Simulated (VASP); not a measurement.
Runs of VASP 6.6.1 on C. The structure is that of space group Fd-3m (No. 227), or close to it. The cells are those of the table. 

| task | cell | k mesh | smearing | gap on the mesh (eV) | pressure (GPa) | relaxed volume (Å³/atom) |
| --- | --- | --- | --- | --- | --- | --- |
| relaxation of cell and atoms | relaxed from a = 2.498 Å, angles 60.0°, 2 atoms | 8 × 8 × 8 | gaussian 0.02 eV | 4.17 | 0.0 | 5.52 |
| single point | a = 2.498 Å, angles 60.0°, 2 atoms | 10 × 10 × 10 | gaussian 0.1 eV | 4.20 | 0.7 | - |
| single point | a = 2.497 Å, angles 60.0°, 2 atoms | 8 × 8 × 8 | gaussian 0.02 eV | 4.17 | (a) | - |
| relaxation of cell and atoms | relaxed from a = 2.522 Å, angles 60.0°, 2 atoms | 10 × 10 × 10 | gaussian 0.1 eV | 4.20 | -0.1 | 5.52 |

Alike in all rows: level LDA; potentials or basis VASP PAW LDA potentials, release 64 (C); no spin polarisation; cutoff (eV) 600.

Estimate the missing entries.

(a) 0.8.

A k mesh can miss the band edges.
